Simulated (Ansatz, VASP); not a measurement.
**One calculation of Sb, two programs**

The input INCAR:

```
SYSTEM = Sb
  PREC = Accurate
  ENCUT = 520
  EDIFF = 1E-6
  ISMEAR = 0
  SIGMA = 0.15
  LREAL = .False.
  LASPH = .True.
  NELM = 80
  ALGO = Normal
  ISIF = 2
  LWAVE = .False.
  LCHARG = .True.
  GGA = PE
  IVDW = 12
  LELF = .True.
  LVHAR = .True.
  NBANDS = 12
```

KPOINTS

```
Automatic mesh
0
Gamma
  18 18 10
  0 0 0
```

File POSCAR:

```
Sb
1.0
    3.4700701849      0.0000000000      0.0000000000
   -1.7350350925      3.0051689330      0.0000000000
    0.0000000000      0.0000000000      5.2500500000
Sb
2
Direct
    0.3333333333      0.6666666667      0.2500000000
    0.6666666667      0.3333333333      0.7500000000
```

Input for Ansatz:

```yaml
crystal:
  lattice:
    - [3.4700701849, 0.0, 0.0]
    - [-1.7350350925, 3.005168933, 0.0]
    - [0.0, 0.0, 5.25005]
  atoms:
    - { symbol: Sb, position: [0.3333333333, 0.6666666667, 0.25] }
    - { symbol: Sb, position: [0.6666666667, 0.3333333333, 0.75] }
basis:
  ecutwfc: 420
kpoints:
  mp_grid: { grid: [18, 18, 10] }
hamiltonian:
  xc: pbe
  dispersion: d3bj
scf:
  occupations: { method: gaussian, width: 0.15 }
output:
  forces: true
  stress: true
  eigenvalues: true
```

Change from the starting cell: strain +0.030 along x and y, -0.015 along z, atoms carried along.

Alike in both runs: task single point; functional PBE; dispersion D3(BJ); k mesh 18 × 18 × 10; occupations gaussian, width 0.15 eV; no spin polarisation.

```csv
,VASP,Ansatz
version,VASP 6.6.1,Ansatz 0.2.0
potentials or method,"VASP PAW PBE potentials, release 64 (Sb), cutoff 520 eV","scalar-relativistic, plane waves, PAW"
valence electrons in the cell,10,30
```

Ansatz gave:

```
gap on the k mesh at the Fermi level (eV)                     : none
pressure (GPa)                                                : -2.8
traceless stress, the component that is largest in VASP (GPa) : -0.13
```

Problem. Estimate VASP's values.

Solution. gap on the k mesh at the Fermi level (eV): none; pressure (GPa): -2.9; traceless stress, the component that is largest in VASP (GPa): -0.15.

A gap of «none» marks a metal or a gap that the smearing closes. VASP's potentials hold 10 valence electrons a cell and Ansatz's 30, so a difference there can come from the potentials and not from the codes.

Neither program's run includes spin-orbit coupling.
